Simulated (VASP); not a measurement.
# C4F (Cmmm) in VASP: a series of runs, part 2 of 2

VASP 6.6.1. Earlier steps stand in the parts before.

### 4 Single point, PBE+D3(BJ), collinear spin

Input file INCAR:

```
SYSTEM = C4F
PREC = Accurate
ENCUT = 520
EDIFF = 1E-6
ISMEAR = 0
SIGMA = 0.1
LREAL = .False.
LASPH = .True.
NELM = 150
ALGO = Normal
ISIF = 2
LWAVE = .False.
LCHARG = .False.
ISPIN = 2
MAGMOM = 1 1 1 1 1
LORBIT = 11
GGA = PE
IVDW = 12
NBANDS = 24
```

Input file KPOINTS:

```
Automatic mesh
0
Gamma
  4 4 8
  0 0 0
```

Input file POSCAR:

```
C4F
1.0
    2.7207532464     -3.9305138556      0.0000000000
    2.7207532464      3.9305138556      0.0000000000
    0.0000000000      0.0000000000      2.3710179032
C F
4 1
Direct
    0.8213910918      0.8213910918      0.5000000000
    0.8984089374      0.1015910626      0.0000000000
    0.1015910626      0.8984089374      0.0000000000
    0.1786089082      0.1786089082      0.5000000000
    0.5000000000      0.5000000000      0.5000000000
```

On the command line:

```
$ cat potpaw_PBE.64/C/POTCAR potpaw_PBE.64/F/POTCAR > POTCAR
$ mpirun -np 1 vasp_std > vasp.out
```

It took 62 s on 1 thread of Intel Xeon Platinum 8259CL at 2.50GHz (Skylake/Cascade Lake), shared host; peak memory 0.21 GiB.

It converged, with:

```
Free energy                                           : -26.8066 eV
Pressure                                              : -1.2 GPa
Largest force                                         : 0.662 eV/Å
Net moment                                            : 0.00 μB per cell
Valence electrons inside the program's atomic spheres : C 2.19, 2.30 (each value once); F 5.96
Dispersion energy per atom                            : -0.087 eV
```

Forces in eV/Å, atoms in the order of the input:
```
C    0.662  0.000  0.000
C    0.000  0.595  0.000
C    0.000 -0.595  0.000
C   -0.662  0.000  0.000
F    0.000  0.000  0.000
```

Stress tensor (GPa, compression positive):
```
-10.68   0.00   0.00
  0.00   3.05   0.00
  0.00   0.00   3.89
```

Levels at points of the mesh, in eV from the Fermi level:
Spin up:
| k point | band 7 | band 8 | band 9 | band 10 | band 11 | band 12 | band 13 | band 14 | band 15 | band 16 |
| --- | --- | --- | --- | --- | --- | --- | --- | --- | --- | --- |
| (0.00, 0.00, 0.00) | -4.51 | -4.51 | -4.06 | -2.51 | -2.21 | 3.06 | 3.32 | 3.74 | 5.11 | 5.18 |
| (0.50, 0.00, 0.00) | -3.88 | -3.10 | -2.91 | -2.80 | 1.55 | 1.68 | 3.03 | 3.30 | 3.88 | 5.09 |
| (0.50, 0.50, 0.00) | -4.04 | -3.93 | -3.72 | -2.52 | -2.20 | 3.04 | 3.29 | 3.84 | 5.07 | 5.23 |
| (0.00, 0.00, 0.50) | -5.88 | -4.37 | -3.85 | -3.02 | -0.93 | -0.79 | 0.49 | 1.67 | 4.92 | 7.30 |
| (0.50, 0.00, 0.50) | -6.09 | -5.18 | -4.55 | -4.19 | -0.58 | 1.15 | 1.98 | 3.23 | 3.92 | 4.83 |
| (0.50, 0.50, 0.50) | -5.87 | -4.78 | -3.70 | -3.05 | -0.88 | -0.19 | 0.84 | 2.24 | 4.81 | 7.32 |
Spin down:
| k point | band 7 | band 8 | band 9 | band 10 | band 11 | band 12 | band 13 | band 14 | band 15 | band 16 |
| --- | --- | --- | --- | --- | --- | --- | --- | --- | --- | --- |
| (0.00, 0.00, 0.00) | -4.51 | -4.51 | -4.06 | -2.51 | -2.21 | 3.06 | 3.32 | 3.74 | 5.11 | 5.18 |
| (0.50, 0.00, 0.00) | -3.88 | -3.10 | -2.91 | -2.80 | 1.55 | 1.68 | 3.03 | 3.30 | 3.88 | 5.09 |
| (0.50, 0.50, 0.00) | -4.04 | -3.93 | -3.72 | -2.52 | -2.20 | 3.04 | 3.29 | 3.84 | 5.07 | 5.23 |
| (0.00, 0.00, 0.50) | -5.88 | -4.37 | -3.85 | -3.02 | -0.93 | -0.79 | 0.49 | 1.67 | 4.92 | 7.30 |
| (0.50, 0.00, 0.50) | -6.09 | -5.18 | -4.55 | -4.19 | -0.58 | 1.15 | 1.98 | 3.23 | 3.92 | 4.83 |
| (0.50, 0.50, 0.50) | -5.87 | -4.78 | -3.70 | -3.05 | -0.88 | -0.19 | 0.84 | 2.24 | 4.81 | 7.32 |

### 5 Relaxation of cell and atoms, PBE+D3(BJ)

Input file INCAR:

```
SYSTEM = C4F
ALGO = Normal
EDIFF = 1E-6
EDIFFG = -0.01
ENCUT = 600
GGA = PE
IBRION = 2
ISIF = 3
ISMEAR = 0
IVDW = 12
LASPH = .TRUE.
LCHARG = .FALSE.
LREAL = .FALSE.
LWAVE = .FALSE.
NELM = 80
NSW = 100
PREC = Accurate
SIGMA = 0.1
```

Input file KPOINTS:

```
k-points
0
G
  8 8 16
  0 0 0
```

POSCAR is that of step 4.

On the command line:

```
$ cat potpaw_PBE.64/C/POTCAR potpaw_PBE.64/F/POTCAR > POTCAR
$ mpirun -np 1 vasp_std > vasp.out
```

Wall time 9.5 min (1 thread of Intel Xeon Platinum 8259CL at 2.50GHz (Skylake/Cascade Lake), shared host); peak memory 0.3 GiB.

It converged, with:

```
Free energy                           : -26.8123 eV
Relaxed volume                        : 10.10 Å³/atom
Relaxed cell                          : a = 4.776 Å, b = 4.776 Å, c = 2.385 Å, α = 90.00°, β = 90.00°, γ = 111.88°
Space group after relaxing (to 0.1 Å) : Cmmm (No. 65)
Energy gained by relaxing             : 9.8 meV/atom
Ionic steps                           : 7
Pressure after relaxing               : 0.0 GPa
Largest force after relaxing          : 0.009 eV/Å
Band gap on the k mesh                : zero (an odd number of electrons rules out a gap without spin polarisation)
Dispersion energy per atom            : -0.088 eV
```

Forces in eV/Å, atoms in the order of the input:
```
C    0.007  0.000  0.000
C    0.000  0.009  0.000
C    0.000 -0.009  0.000
C   -0.007  0.000  0.000
F    0.000  0.000  0.000
```

Stress tensor (GPa, compression positive):
```
 0.02  0.00  0.00
 0.00 -0.13  0.00
 0.00  0.00  0.05
```

The path:
| step | energy change (eV) | largest force (eV/Å) | pressure (GPa) | volume (Å³) |
| --- | --- | --- | --- | --- |
| 1 | 0.0000 | 0.5381 | -0.24 | 50.71 |
| 2 | -0.0257 | 0.6538 | 0.08 | 50.58 |
| 3 | -0.0434 | 0.3299 | 0.01 | 50.63 |
| 4 | -0.0464 | 0.2096 | -0.74 | 50.62 |
| 5 | -0.0484 | 0.0488 | -0.46 | 50.63 |
| 6 | -0.0488 | 0.0153 | 0.14 | 50.44 |
| 7 | -0.0488 | 0.0093 | -0.02 | 50.49 |

Final structure:
```
C F
1.0
     2.67481   -3.95659    0.00000
     2.67481    3.95659    0.00000
     0.00000    0.00000    2.38535
C F
4 1
Direct
  0.82414 0.82414 0.50000
  0.89534 0.10466 0.00000
  0.10466 0.89534 0.00000
  0.17586 0.17586 0.50000
  0.50000 0.50000 0.50000
```

Levels at points of the mesh, in eV from the Fermi level:
```tsv
k point	band 8	band 9	band 10	band 11	band 12	band 13	band 14	band 15
(0.00, 0.00, 0.00)	-4.52	-4.33	-2.61	-2.23	2.91	3.01	3.36	4.52
(0.50, 0.00, 0.00)	-3.16	-3.14	-2.92	1.91	2.12	2.59	3.29	3.43
(0.50, 0.50, 0.00)	-4.06	-3.53	-2.62	-2.34	2.64	3.00	3.42	4.46
(0.00, 0.00, 0.50)	-4.85	-3.95	-2.72	-1.12	-0.80	0.44	1.28	5.45
(0.50, 0.00, 0.50)	-5.16	-5.01	-4.30	-0.87	1.14	1.61	3.49	4.40
(0.50, 0.50, 0.50)	-5.28	-3.81	-2.76	-0.75	-0.45	0.79	1.87	5.37
```

Caveat: an odd number of electrons without spin polarisation forces a metal; a magnetic or distorted state may lie lower.

### 6 Overview

```tsv
task	spin	cell	k mesh	cutoff (eV)	gap on the mesh (eV)	pressure (GPa)	moment (μB)	largest force (eV/Å)
single point	off	a = 4.793, b = 4.793, c = 2.386 Å, angles 90.0, 90.0, 112.1°, 5 atoms, atomic positions A	8 × 8 × 16	520	none	0.2	-	0.06
single point	collinear	a = 4.748, b = 4.748, c = 2.771 Å, angles 90.0, 90.0, 100.4°, 5 atoms, atomic positions B	4 × 4 × 6	520	none	2.6	0.00	2.47
single point	collinear	a = 4.780, b = 4.780, c = 2.371 Å, angles 90.0, 90.0, 110.6°, 5 atoms, atomic positions C	4 × 4 × 8	520	none	-1.2	0.00	0.66
relaxation of cell and atoms	off	relaxed from a = 4.780, b = 4.780, c = 2.371 Å, angles 90.0, 90.0, 110.6°, 5 atoms, atomic positions C	8 × 8 × 16	600	none	0.0	-	0.01
```

Alike in all rows: level PBE+D3(BJ); potentials or basis VASP PAW PBE potentials, release 64 (C, F); smearing gaussian 0.1 eV.

Caveats: some runs use coarse meshes; an odd number of electrons without spin polarisation forces a metal (at least some runs); a magnetic or distorted state may lie lower (at least some runs); forces of over 1 eV/Å act on the atoms, so gaps and moduli don't describe the material at rest (at least some runs).

Absolute energies hang on the potentials; compare differences alone.
